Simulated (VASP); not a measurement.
## P: density of states with PBE

P:

```xyz
4
Lattice="1.4995 2.5973 0.0000 -1.4995 2.5973 0.0000 0.0000 0.0000 9.7121" Properties=species:S:1:pos:R:3 pbc="T T T"
P     0.0000    0.0000    0.0000
P     0.0000    0.0000    4.8560
P     0.0000    1.7315    7.2841
P     0.0000    3.4630    2.4280
```

```json
{
  "Program": "VASP 6.6.1",
  "Task": "density of states",
  "Functional": "PBE",
  "Potentials or basis": "VASP PAW PBE potentials, release 64 (P)",
  "Cutoff": "520 eV",
  "k mesh": "13 × 13 × 4",
  "Occupations": "fermi-dirac, width 0.1 eV",
  "Spin": "no spin polarisation",
  "Dipole correction": "no",
  "k mesh for the DOS": "20 × 20 × 6",
  "Occupations for the DOS": "tetrahedron",
  "Further INCAR settings": "ALGO = Normal; EDIFF = 1e-06; NBANDS = 18"
}
```

The valence electrons inside the program's atomic spheres are P 2.27, 2.26.

Levels at points of the mesh, in eV from the Fermi level:
| k point | band 8 | band 9 | band 10 | band 11 | band 12 | band 13 |
| --- | --- | --- | --- | --- | --- | --- |
| (0.00, 0.00, 0.00) | 3.24 | 3.24 | 3.82 | 3.82 | 3.90 | 3.90 |
| (0.50, 0.00, 0.00) | -3.38 | -1.79 | -1.04 | 0.43 | 1.55 | 1.56 |
| (0.50, 0.50, 0.00) | -3.38 | -1.79 | -1.04 | 0.43 | 1.55 | 1.56 |
| (0.00, 0.00, 0.50) | 2.86 | 3.41 | 3.41 | 3.41 | 3.41 | 4.38 |
| (0.50, 0.00, 0.50) | -4.51 | -0.27 | -0.27 | 0.72 | 0.72 | 1.15 |
| (0.50, 0.50, 0.50) | -4.51 | -0.27 | -0.27 | 0.72 | 0.72 | 1.15 |

Wall time 5.2 min on 1 thread of Intel Xeon 6975P-C (shared host), peak memory 0.5 GiB.
